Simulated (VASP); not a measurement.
# Ru (P6_3/mmc) in VASP: a series of runs, part 2 of 2

VASP 6.6.1.

## 5. Single point, PBEsol

This run uses another cell than the first one, of 12.16 Å³/atom, 1.007 times its volume.

Input file INCAR:

```
ALGO     = Normal         # electronic algorithm
EDIFF    = 1E-6           # SCF threshold, eV
ENCUT    = 520            # plane-wave cutoff, eV
GGA      = PS             # functional
ISIF     = 2              # what is computed and relaxed
ISMEAR   = 0              # smearing method
LASPH    = T              # aspherical terms in the spheres
LCHARG   = F              # write CHGCAR
LREAL    = F              # projectors in reciprocal space
LWAVE    = F              # write WAVECAR
NBANDS   = 21             # bands
NELM     = 100            # most SCF steps
PREC     = Accurate       # precision mode
SIGMA    = 0.15           # smearing width, eV
```

Input file KPOINTS:

```
k-points
0
Gamma
  18 18 10
```

Input file POSCAR:

```
Ru
1.0
    2.5391000000      0.0000000000      0.0000000000
   -1.2695500000      2.1989251028      0.0000000000
    0.0000000000      0.0000000000      4.3544000000
Ru
2
Direct
    0.3333333333      0.6666666667      0.2500000000
    0.6666666667      0.3333333333      0.7500000000
```

Potentials or basis: VASP PAW PBE potentials, release 64 (Ru_pv).

Run with:

```sh
> cat potpaw_PBE.64/Ru_pv/POTCAR > POTCAR
> mpirun -np 1 vasp_std > vasp.out
```

OUTCAR:

```text
EDIFF = 1E-6
   ENCUT = 520
   GGA = PS
   ISIF = 2
   ISMEAR = 0
   LASPH = T
   LREAL = F
   NELM = 100
   PREC = Accurate

 ion  position               nearest neighbor table
   1  0.333  0.667  0.250-   2 2.62   2 2.62   2 2.62   2 2.62   2 2.62   2 2.62
   2  0.667  0.333  0.750-   1 2.62   1 2.62   1 2.62   1 2.62   1 2.62   1 2.62

  LATTYP: Found a hexagonal cell.
 ALAT       =     2.5391000000
 C/A-ratio  =     1.7149383640

  Lattice vectors:

 A1 = (   2.5391000000,   0.0000000000,   0.0000000000)
 A2 = (  -1.2695500000,   2.1989251028,   0.0000000000)
 A3 = (   0.0000000000,   0.0000000000,   4.3544000000)

Analysis of symmetry for initial positions (statically):
=====================================================================
 Subroutine PRICEL returns:
 Original cell was already a primitive cell.

 Routine SETGRP: Setting up the symmetry group for a
 hexagonal supercell.

 Subroutine GETGRP returns: Found 24 space group operations
 (whereof 12 operations were pure point group operations)
 out of a pool of 24 trial point group operations.

The static configuration has the point symmetry D_3d.
 The point group associated with its full space group is D_6h.

Analysis of symmetry for dynamics (positions and initial velocities):
=====================================================================
 Subroutine PRICEL returns:
 Original cell was already a primitive cell.

 Routine SETGRP: Setting up the symmetry group for a
 hexagonal supercell.

 Subroutine GETGRP returns: Found 24 space group operations
 (whereof 12 operations were pure point group operations)
 out of a pool of 24 trial point group operations.

The dynamic configuration has the point symmetry D_3d.
 The point group associated with its full space group is D_6h.

 Subroutine INISYM returns: Found 24 space group operations
 (whereof 12 operations are pure point group operations),
 and found     1 'primitive' translations

----------------------------------------------------------------------------------------

                                     Primitive cell

  volume of cell :      24.3119

  direct lattice vectors                    reciprocal lattice vectors
     2.539100000  0.000000000  0.000000000     0.393840337  0.227383825  0.000000000
    -1.269550000  2.198925103  0.000000000     0.000000000  0.454767649  0.000000000
     0.000000000  0.000000000  4.354400000     0.000000000  0.000000000  0.229652765

  length of vectors
     2.539100000  2.539100000  4.354400000     0.454767649  0.454767649  0.229652765

  position of ions in fractional coordinates (direct lattice)
     0.333333333  0.666666667  0.250000000
     0.666666667  0.333333333  0.750000000

  ion indices of the primitive-cell ions
   primitive index   ion index
                 1           1
                 2           2

----------------------------------------------------------------------------------------

 KPOINTS: k-points

Automatic generation of k-mesh.
 Grid dimensions read from file:
 generate k-points for:   18   18   10

 Generating k-lattice:

  Cartesian coordinates                     Fractional coordinates (reciprocal lattice)
     0.021880019  0.012632435  0.000000000     0.055555556  0.000000000  0.000000000
     0.000000000  0.025264869  0.000000000     0.000000000  0.055555556  0.000000000
     0.000000000  0.000000000  0.022965277     0.000000000  0.000000000  0.100000000

  Length of vectors
     0.025264869  0.025264869  0.022965277

  Shift w.r.t. Gamma in fractional coordinates (k-lattice)
     0.000000000  0.000000000  0.000000000

 Subroutine IBZKPT returns following result:
 ===========================================

 Found    222 irreducible k-points:

 Following reciprocal coordinates:
            Coordinates               Weight
  0.000000  0.000000  0.000000      1.000000
  0.055556  0.000000  0.000000      6.000000
  0.111111  0.000000  0.000000      6.000000
  0.166667  0.000000  0.000000      6.000000
  0.222222 -0.000000  0.000000      6.000000
  0.277778  0.000000  0.000000      6.000000
[... 16 lines left out ...]
  0.333333  0.111111  0.000000     12.000000
  0.388889  0.111111  0.000000     12.000000
 [... further k-points ...]
   k-points           NKPTS =    222   k-points in BZ     NKDIM =    222   number of bands    NBANDS=     21
   number of dos      NEDOS =    301   number of ions     NIONS =      2
   total plane-waves  NPLWV =  12800
   dimension x,y,z NGX =    20 NGY =   20 NGZ =   32
   dimension x,y,z NGXF=    40 NGYF=   40 NGZF=   64
   ions per type =               2
   NGX,Y,Z   is equivalent  to a cutoff of  13.09, 13.09, 12.22 a.u.
   NGXF,Y,Z  is equivalent  to a cutoff of  26.19, 26.19, 24.43 a.u.
 SYSTEM =  unknown system
   PREC   = accura    normal or accurate (medium, high low for compatibility)
   ISTART =      0    job   : 0-new  1-cont  2-samecut
   ICHARG =      2    charge: 1-file 2-atom 10-const
   ISPIN  =      1    spin polarized calculation?
   LNONCOLLINEAR =      F non collinear calculations
   LSORBIT =      F    spin-orbit coupling
   LASPH  =      T    aspherical Exc in radial PAW
   ENCUT  =  520.0 eV  38.22 Ry    6.18 a.u.   4.72  4.72  8.10*2*pi/ulx,y,z
   NELM   =    100;   NELMIN=  2; NELMDL= -5     # of ELM steps
   EDIFF  = 0.1E-05   stopping-criterion for ELM
   LREAL  =      F    real-space projection
   EDIFFG = 0.1E-04   stopping-criterion for IOM
   NSW    =      0    number of steps for IOM
   IBRION =     -1    ionic relax: 0-MD 1-quasi-New 2-CG
   NFREE  =      0    steps in history (QN), initial steepest desc. (CG)
   ISIF   =      2    stress and relaxation
   ISYM   =      2    0-nonsym 1-usesym 2-fastsym
   POTIM  = 0.5000    time-step for ionic-motion
   TEBEG  =    0.0;   TEEND  =   0.0 temperature during run
   PSTRESS=    0.0 pullay stress
   NELECT =      28.0000    total number of electrons
   NUPDOWN=      -1.0000    fix difference up-down
   EMIN   =  10.00;   EMAX   =-10.00  energy-range for DOS
   EFERMI =   0.00;   METHOD = LEGACY
   ISMEAR =     0;   SIGMA  =   0.15  broadening in eV -4-tet -1-fermi 0-gaus
   EFERMI_NEDOS =   21; number of points for ismear=-14 and -15
   IALGO  =     38    algorithm
   IMIX   =      4    mixing-type and parameters
     AMIX     =   0.40;   BMIX     =  1.00
     AMIX_MAG =   1.60;   BMIX_MAG =  1.00
  volume/ion in A,a.u.               =      12.16        82.03
  Fermi-wavevector in a.u.,A,eV,Ry     =   1.716016  3.242800 40.065222  2.944711
  Thomas-Fermi vector in A             =   2.793281
   LORBIT       =      0    0 simple, 1 ext, 2 COOP (PROOUT), +10 PAW based schemes
   GGA     = PS    functional components
   LHFCALC =     F    Hartree Fock is set to
   AEXX    =    0.0000 exact exchange contribution
   IVDW    =     0    specifies the selected vdW correction
   LEPSILON=     F    determine dielectric tensor
   LRPA    =     F    only Hartree local field effects (RPA)
 non-spin polarized calculation
 Gauss-broadening in eV      SIGMA  =   0.15
  energy-cutoff  :      520.00
  volume of cell :       24.31
 maximum number of plane-waves:       669
 NGX is ok and might be reduce to    20
   NGX =  9   NGY =  9   NGZ = 17

 number of electron      28.0000009 magnetization

 Free energy of the ion-electron system (eV)
  ---------------------------------------------------
  ext. energy  EPLUGINS =         0.00000000
  ---------------------------------------------------
  free energy    TOTEN  =       -19.87428826 eV

  energy without entropy =      -19.86096187  energy(sigma->0) =      -19.86762506

 E-fermi :  14.8521     XC(G=0): -14.9730

 val. band max:       14.8352748144   @ k =   0.2222   0.0556   0.0000
 cond. band min:      14.8553063334   @ k =   0.3889   0.0556   0.5000
 fundamental gap:      0.0200315190
 Fermi energy:        14.8520751343

 k-point     1 :       0.0000    0.0000    0.0000
  band No.  band energies     occupation
      1     -29.1025      2.00000
      2     -27.7536      2.00000
      3     -27.7536      2.00000
      4     -27.7264      2.00000
      5     -27.5992      2.00000
      6     -27.5992      2.00000
[... 13 lines left out ...]
     20      25.0275      0.00000
     21      25.4236      0.00000

 k-point     2 :       0.0556    0.0000    0.0000
  band No.  band energies     occupation
      1     -29.0875      2.00000
      2     -27.7967      2.00000
      3     -27.7661      2.00000
      4     -27.7297      2.00000
      5     -27.6431      2.00000
      6     -27.6064      2.00000
[... 520 lines left out ...]
 k-point    24 :       0.3889    0.1111    0.0000
  band No.  band energies     occupation
      1     -29.0513      2.00000
      2     -28.8566      2.00000
      3     -28.4407      2.00000
      4     -28.2162      2.00000
      5     -27.9945      2.00000
      6     -27.9565      2.00000
[... 13 lines left out ...]
     20      25.0261      0.00000
     21      27.0697      0.00000

 [... further k-points ...]
[... 5 lines left out ...]
  --------------------------------------------------------------------------------------
  -------------------------------------------------------------------------------------
  Total        9.0644991      9.0644991      0.7649797     -0.0000000     -0.0000000      0.0000000
  in kB      597.3595770    597.3595770     50.4129295     -0.0000000     -0.0000000      0.0000000
  external PRESSURE =     415.0440278 kB  Pullay stress =       0.0000000 kB

 VOLUME and BASIS-vectors are now :
 -----------------------------------------------------------------------------
  energy-cutoff  :      520.00
  volume of cell :       24.31
      direct lattice vectors                 reciprocal lattice vectors
     2.539100000  0.000000000  0.000000000     0.393840337  0.227383825  0.000000000
    -1.269550000  2.198925103  0.000000000     0.000000000  0.454767649  0.000000000
     0.000000000  0.000000000  4.354400000     0.000000000  0.000000000  0.229652765

 POSITION                                       TOTAL-FORCE (eV/Angst)
 -----------------------------------------------------------------------------------
     -0.00000      1.46595      1.08860         0.000000      0.000000      0.000000
      1.26955      0.73298      3.26580        -0.000000     -0.000000      0.000000
 -----------------------------------------------------------------------------------
    total drift:                               -0.000000      0.000000     -0.000000

  FREE ENERGIE OF THE ION-ELECTRON SYSTEM (eV)
  ---------------------------------------------------
  free  energy   TOTEN  =       -19.8742882609 eV

  energy  without entropy=      -19.8609618676  energy(sigma->0) =      -19.86762506
```

It took 65 s on 1 thread of AMD EPYC 7R43 (Zen 3), shared host; peak memory 0.16 GiB.

What came out:

```
Free energy            : -19.8743 eV
Pressure               : 41.5 GPa
Band gap on the k mesh : zero (band 14 reaches 16.77 eV, above the bottom of band 15 at 13.27 eV)
```

Caveat: the PAW data sets were made with another functional, which shifts forces and pressure a little.

## 6. The runs side by side

```tsv
cell	gap on the mesh (eV)	pressure (GPa)
a = 2.501, b = 2.501, c = 4.457 Å, angles 90.0, 90.0, 120.0°, 2 atoms	none	48.5
a = 2.690, b = 2.690, c = 3.844 Å, angles 90.0, 90.0, 120.0°, 2 atoms	none	51.7
a = 2.577, b = 2.577, c = 4.252 Å, angles 90.0, 90.0, 120.0°, 2 atoms	none	36.8
a = 2.539, b = 2.539, c = 4.354 Å, angles 90.0, 90.0, 120.0°, 2 atoms	none	41.5
```

Alike in all rows: task single point; level PBEsol; potentials or basis VASP PAW PBE potentials, release 64 (Ru_pv); no spin polarisation; k mesh 18 × 18 × 10; cutoff (eV) 520; smearing gaussian 0.15 eV.

Caveats: the PAW data sets were made with another functional, which shifts forces and pressure a little.

Absolute energies hang on the potentials; compare differences alone.
